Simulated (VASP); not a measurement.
Runs of VASP 6.6.1 on Al2GaN3. The structure is that of space group Cm (No. 8), or close to it. The cells are those of the table. 

```csv
cell,gap on the mesh (eV),pressure (GPa),largest force (eV/Å)
"a = 5.953, b = 5.953, c = 7.422 Å, angles 104.3, 104.3, 30.5°, 12 atoms",3.27,-0.1,0.02
"a = 6.072, b = 6.072, c = 7.348 Å, angles 104.7, 104.7, 30.5°, 12 atoms",(c),-5.1,0.38
"a = 5.904, b = 5.904, c = 7.361 Å, angles 104.2, 104.2, 30.6°, 12 atoms",3.46,4.9,0.02
"a = 5.932, b = 5.932, c = 7.396 Å, angles 104.2, 104.2, 30.5°, 12 atoms",(b),(a),0.02
```

Alike in all rows: task single point; level PBEsol; potentials or basis VASP PAW PBE potentials, release 64 (Al, Ga_d, N); no spin polarisation; k mesh 8 × 8 × 4; cutoff (eV) 520; smearing gaussian 0.02 eV.

Task: Estimate the missing entries.

Result: (a) 2.0; (b) 3.35; (c) 2.97.

Caveats: the PAW data sets were made with another functional, which shifts forces and pressure a little.

A k mesh can miss the band edges, and the runs leave out spin-orbit coupling on Ga.
